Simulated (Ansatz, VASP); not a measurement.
# One calculation of SrCl2, two programs

```
Sr Cl
1.0
     2.08574    1.20420    6.13505
    -2.08574    1.20420    6.13505
     0.00000   -2.40841    6.13505
Sr Cl
1 2
Cartesian
  0.0000 0.0000 0.0037
  0.0000 0.0000 7.7812
  0.0000 0.0000 4.4852
```

Alike in both runs: task single point; functional r2SCAN; dispersion rVV10; k mesh 6 × 6 × 6; no spin polarisation.

```csv
,VASP,Ansatz
version,VASP 6.6.1,Ansatz 0.2.0
potentials or method,"VASP PAW PBE potentials, release 64 (Sr_sv, Cl)",plane waves
plane-wave cutoff (eV),520,500
occupations,"gaussian, width 0.01 eV",fixed
valence electrons in the cell,24,24
```

```tsv
	VASP	Ansatz	Ansatz less VASP
gap on the k mesh at the Fermi level (eV)	4.77	4.75	-0.014
pressure (GPa)	0.1	0.0	-0.09
rms of the force components (eV/Å)	0.013	0.000	-0.0122
```

VASP's potentials were made for PBE, not for r2SCAN. Atom by atom the forces differ by 0.012 eV/Å (rms over components).
